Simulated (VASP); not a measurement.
# Al (Fd-3m) in VASP: relaxation of cell and atoms with PBEsol

Aim: the relaxation of cell and atoms of Al with PBEsol.

Program: VASP 6.6.1. These are calculated values, not measurements. Logs are shortened: lines on timing, memory, paths and dates and some standing lists are left out, and cuts for length are marked.

## Step 1: The cell of the first run

The structure is cubic, space group Fd-3m (No. 227). Conventional cell: a = 5.990 Å, b = 5.990 Å, c = 5.990 Å, α = 90.00°, β = 90.00°, γ = 90.00°. Within 3.4 Å of Al (site symmetry -43m) lie 4 Al at 2.59 Å.

This isn't the form of Al at room conditions, which is fcc.

## Step 2: Relaxation of cell and atoms, PBEsol

File INCAR:

```
PREC = Accurate
ENCUT = 600
EDIFF = 1E-7
ISMEAR = 0
SIGMA = 0.1
LREAL = False
LASPH = True
NELM = 80
ALGO = Normal
ISIF = 3
LWAVE = False
LCHARG = False
GGA = PS
IBRION = 2
NSW = 100
EDIFFG = -0.01
```

File KPOINTS:

```
Automatic mesh
0
Gamma
  16 16 16
```

File POSCAR:

```
Al
1.0
    0.0000000000      2.9952099329      2.9952099329
    2.9952099329      0.0000000000      2.9952099329
    2.9952099329      2.9952099329      0.0000000000
Al
2
Direct
    0.0000000000      0.0000000000      0.0000000000
    0.2500000000      0.2500000000      0.2500000000
```

Potentials or basis: VASP PAW PBE potentials, release 64 (Al).

Started as:

```sh
$ cat potpaw_PBE.64/Al/POTCAR > POTCAR
$ mpirun -np 1 vasp_std > vasp.out
```

OUTCAR:

```text
PREC = Accurate
   ENCUT = 600
   EDIFF = 1E-7
   ISMEAR = 0
   LREAL = False
   LASPH = True
   NELM = 80
   ISIF = 3
   GGA = PS
   IBRION = 2
   NSW = 100
   EDIFFG = -0.01

 ion  position               nearest neighbor table
   1  0.000  0.000  0.000-   2 2.59   2 2.59   2 2.59   2 2.59
   2  0.250  0.250  0.250-   1 2.59   1 2.59   1 2.59   1 2.59

  LATTYP: Found a face centered cubic cell.
 ALAT       =     5.9904198658

  Lattice vectors:

 A1 = (   0.0000000000,   2.9952099329,   2.9952099329)
 A2 = (   2.9952099329,   0.0000000000,   2.9952099329)
 A3 = (   2.9952099329,   2.9952099329,   0.0000000000)

Analysis of symmetry for initial positions (statically):
=====================================================================
 Subroutine PRICEL returns:
 Original cell was already a primitive cell.

 Routine SETGRP: Setting up the symmetry group for a
 face centered cubic supercell.

 Subroutine GETGRP returns: Found 48 space group operations
 (whereof 24 operations were pure point group operations)
 out of a pool of 48 trial point group operations.

The static configuration has the point symmetry T_d .
 The point group associated with its full space group is O_h .

Analysis of symmetry for dynamics (positions and initial velocities):
=====================================================================
 Subroutine PRICEL returns:
 Original cell was already a primitive cell.

 Routine SETGRP: Setting up the symmetry group for a
 face centered cubic supercell.

 Subroutine GETGRP returns: Found 48 space group operations
 (whereof 24 operations were pure point group operations)
 out of a pool of 48 trial point group operations.

The dynamic configuration has the point symmetry T_d .
 The point group associated with its full space group is O_h .

 Subroutine INISYM returns: Found 48 space group operations
 (whereof 24 operations are pure point group operations),
 and found     1 'primitive' translations

----------------------------------------------------------------------------------------

                                     Primitive cell

  volume of cell :      53.7417

  direct lattice vectors                    reciprocal lattice vectors
     0.000000000  2.995209933  2.995209933    -0.166933207  0.166933207  0.166933207
     2.995209933  0.000000000  2.995209933     0.166933207 -0.166933207  0.166933207
     2.995209933  2.995209933  0.000000000     0.166933207  0.166933207 -0.166933207

  length of vectors
     4.235866509  4.235866509  4.235866509     0.289136796  0.289136796  0.289136796

  position of ions in fractional coordinates (direct lattice)
     0.000000000  0.000000000  0.000000000
     0.250000000  0.250000000  0.250000000

  ion indices of the primitive-cell ions
   primitive index   ion index
                 1           1
                 2           2

----------------------------------------------------------------------------------------

 KPOINTS: Automatic mesh

Automatic generation of k-mesh.
 Grid dimensions read from file:
 generate k-points for:   16   16   16

 Generating k-lattice:

  Cartesian coordinates                     Fractional coordinates (reciprocal lattice)
    -0.010433325  0.010433325  0.010433325     0.062500000  0.000000000  0.000000000
     0.010433325 -0.010433325  0.010433325     0.000000000  0.062500000  0.000000000
     0.010433325  0.010433325 -0.010433325     0.000000000  0.000000000  0.062500000

  Length of vectors
[... 57 lines left out ...]
   EDIFFG = -.1E-01   stopping-criterion for IOM
   NSW    =    100    number of steps for IOM
   IBRION =      2    ionic relax: 0-MD 1-quasi-New 2-CG
   NFREE  =      1    steps in history (QN), initial steepest desc. (CG)
   ISIF   =      3    stress and relaxation
   ISYM   =      2    0-nonsym 1-usesym 2-fastsym
   POTIM  = 0.5000    time-step for ionic-motion
   TEBEG  =    0.0;   TEEND  =   0.0 temperature during run
   PSTRESS=    0.0 pullay stress
   NELECT =       6.0000    total number of electrons
   NUPDOWN=      -1.0000    fix difference up-down
   EMIN   =  10.00;   EMAX   =-10.00  energy-range for DOS
   EFERMI =   0.00;   METHOD = LEGACY
   ISMEAR =     0;   SIGMA  =   0.10  broadening in eV -4-tet -1-fermi 0-gaus
   EFERMI_NEDOS =   21; number of points for ismear=-14 and -15
   IALGO  =     38    algorithm
   IMIX   =      4    mixing-type and parameters
     AMIX     =   0.40;   BMIX     =  1.00
     AMIX_MAG =   1.60;   BMIX_MAG =  1.00
  volume/ion in A,a.u.               =      26.87       181.33
  Fermi-wavevector in a.u.,A,eV,Ry     =   0.788294  1.489659  8.454752  0.621407
  Thomas-Fermi vector in A             =   1.893206
   LORBIT       =      0    0 simple, 1 ext, 2 COOP (PROOUT), +10 PAW based schemes
   GGA     = PS    functional components
   LHFCALC =     F    Hartree Fock is set to
   AEXX    =    0.0000 exact exchange contribution
   IVDW    =     0    specifies the selected vdW correction
   LEPSILON=     F    determine dielectric tensor
   LRPA    =     F    only Hartree local field effects (RPA)
 conjugate gradient relaxation of ions
 non-spin polarized calculation
 Gauss-broadening in eV      SIGMA  =   0.10
  energy-cutoff  :      600.00
  volume of cell :       53.74
 maximum number of plane-waves:      1820
 NGX is ok and might be reduce to    36
   NGX = 17   NGY = 17   NGZ = 17

--------------------------------------- Ionic step        1  -------------------------------------------

 number of electron       6.0000000 magnetization

 Free energy of the ion-electron system (eV)
  ---------------------------------------------------
  ext. energy  EPLUGINS =         0.00000000
  ---------------------------------------------------
  free energy    TOTEN  =        -6.50942811 eV

  energy without entropy =       -6.50248143  energy(sigma->0) =       -6.50595477

------------------------ aborting loop because EDIFF is reached ----------------------------------------

  FORCE on cell =-STRESS in cart. coord.  units (eV):
  Direction    XX          YY          ZZ          XY          YZ          ZX
  --------------------------------------------------------------------------------------
  -------------------------------------------------------------------------------------
  Total        0.0484937      0.0484937      0.0484937      0.0000000      0.0000000     -0.0000000
  in kB        1.4457198      1.4457198      1.4457198      0.0000000      0.0000000     -0.0000000
  external PRESSURE =       1.4457198 kB  Pullay stress =       0.0000000 kB

 VOLUME and BASIS-vectors are now :
 -----------------------------------------------------------------------------
  energy-cutoff  :      600.00
  volume of cell :       53.74
      direct lattice vectors                 reciprocal lattice vectors
     0.000000000  2.995209933  2.995209933    -0.166933207  0.166933207  0.166933207
     2.995209933  0.000000000  2.995209933     0.166933207 -0.166933207  0.166933207
     2.995209933  2.995209933  0.000000000     0.166933207  0.166933207 -0.166933207

 POSITION                                       TOTAL-FORCE (eV/Angst)
 -----------------------------------------------------------------------------------
      0.00000      0.00000      0.00000         0.000000      0.000000      0.000000
      1.49760      1.49760      1.49760        -0.000000     -0.000000     -0.000000
 -----------------------------------------------------------------------------------
    total drift:                                0.000000      0.000000     -0.000000

  FREE ENERGIE OF THE ION-ELECTRON SYSTEM (eV)
  ---------------------------------------------------
  free  energy   TOTEN  =        -6.5094281141 eV

  energy  without entropy=       -6.5024814288  energy(sigma->0) =       -6.50595477

--------------------------------------- Ionic step        2  -------------------------------------------

 number of electron       6.0000000 magnetization

 Free energy of the ion-electron system (eV)
  ---------------------------------------------------
  ext. energy  EPLUGINS =         0.00000000
  ---------------------------------------------------
  free energy    TOTEN  =        -6.50951235 eV

  energy without entropy =       -6.50254400  energy(sigma->0) =       -6.50602818

 E-fermi :   2.8778     XC(G=0):  -8.3213

 val. band max:        2.8689482556   @ k =  -0.3750   0.3750   0.0000
 cond. band min:       2.8932781799   @ k =   0.3750   0.1875   0.0000
 fundamental gap:      0.0243299244
 Fermi energy:         2.8777680597

 k-point     1 :       0.0000    0.0000    0.0000
  band No.  band energies     occupation
      1      -5.0687      2.00000
      2       5.0484      0.00000
      3       5.0484      0.00000
      4       5.0484      0.00000
      5       6.8725      0.00000
      6       6.8725      0.00000
      7       6.8725      0.00000
[... 221 lines left out ...]
 k-point    24 :      -0.0625    0.0625    0.0000
  band No.  band energies     occupation
      1      -4.9515      2.00000
      2       4.1659      0.00000
      3       4.5211      0.00000
      4       5.0036      0.00000
      5       6.9902      0.00000
      6       7.0980      0.00000
      7       7.2462      0.00000

 [... further k-points ...]

------------------------ aborting loop because EDIFF is reached ----------------------------------------

  FORCE on cell =-STRESS in cart. coord.  units (eV):
  Direction    XX          YY          ZZ          XY          YZ          ZX
  --------------------------------------------------------------------------------------
  -------------------------------------------------------------------------------------
  Total        0.0006105      0.0006105      0.0006105      0.0000000      0.0000000      0.0000000
  in kB        0.0181366      0.0181366      0.0181366      0.0000000      0.0000000      0.0000000
  external PRESSURE =       0.0181366 kB  Pullay stress =       0.0000000 kB

 VOLUME and BASIS-vectors are now :
 -----------------------------------------------------------------------------
  energy-cutoff  :      600.00
  volume of cell :       53.93
      direct lattice vectors                 reciprocal lattice vectors
     0.000000000  2.998713527  2.998713527    -0.166738168  0.166738168  0.166738168
     2.998713527  0.000000000  2.998713527     0.166738168 -0.166738168  0.166738168
     2.998713527  2.998713527  0.000000000     0.166738168  0.166738168 -0.166738168

 POSITION                                       TOTAL-FORCE (eV/Angst)
 -----------------------------------------------------------------------------------
      0.00000      0.00000      0.00000         0.000000      0.000000      0.000000
      1.49936      1.49936      1.49936        -0.000000     -0.000000     -0.000000
 -----------------------------------------------------------------------------------
    total drift:                                0.000000      0.000000     -0.000000

  FREE ENERGIE OF THE ION-ELECTRON SYSTEM (eV)
  ---------------------------------------------------
  free  energy   TOTEN  =        -6.5095123523 eV

  energy  without entropy=       -6.5025440040  energy(sigma->0) =       -6.50602818

 reached required accuracy - stopping structural energy minimisation
```

Run time: 2.1 min. Hardware: 1 thread of Intel Xeon 8259CL, shared host; peak memory 0.24 GiB.

Results:

```
Free energy                           : -6.5095 eV
Relaxed volume                        : 26.97 Å³/atom
Relaxed cell                          : a = 4.241 Å, b = 4.241 Å, c = 4.241 Å, α = 60.00°, β = 60.00°, γ = 60.00°
Space group after relaxing (to 0.1 Å) : Fd-3m (No. 227)
Energy gained by relaxing             : 0.0 meV/atom
Ionic steps                           : 2
Pressure after relaxing               : 0.0 GPa
Band gap on the k mesh                : zero (bands 3 and 4 overlap by 3.61 eV)
```

Final structure:
```
Al
1.0
     0.00000    2.99871    2.99871
     2.99871    0.00000    2.99871
     2.99871    2.99871    0.00000
Al
2
Cartesian
  0.0000 0.0000 0.0000
  1.4994 1.4994 1.4994
```

Levels at points of the mesh, in eV from the Fermi level:
| k point | band 1 | band 2 | band 3 | band 4 | band 5 | band 6 |
| --- | --- | --- | --- | --- | --- | --- |
| (0.00, 0.00, 0.00) | -7.95 | 2.17 | 2.17 | 2.17 | 3.99 | 3.99 |
| (0.50, 0.00, 0.00) | -5.87 | -3.91 | 1.14 | 1.14 | 3.30 | 4.40 |
| (0.50, 0.50, 0.00) | -4.37 | -4.37 | -0.39 | -0.39 | 2.06 | 2.06 |

Caveat: the PAW data sets were made with another functional, which shifts forces and pressure a little.

The gap in the log of VASP goes by the Fermi energy; the results here count the filled bands.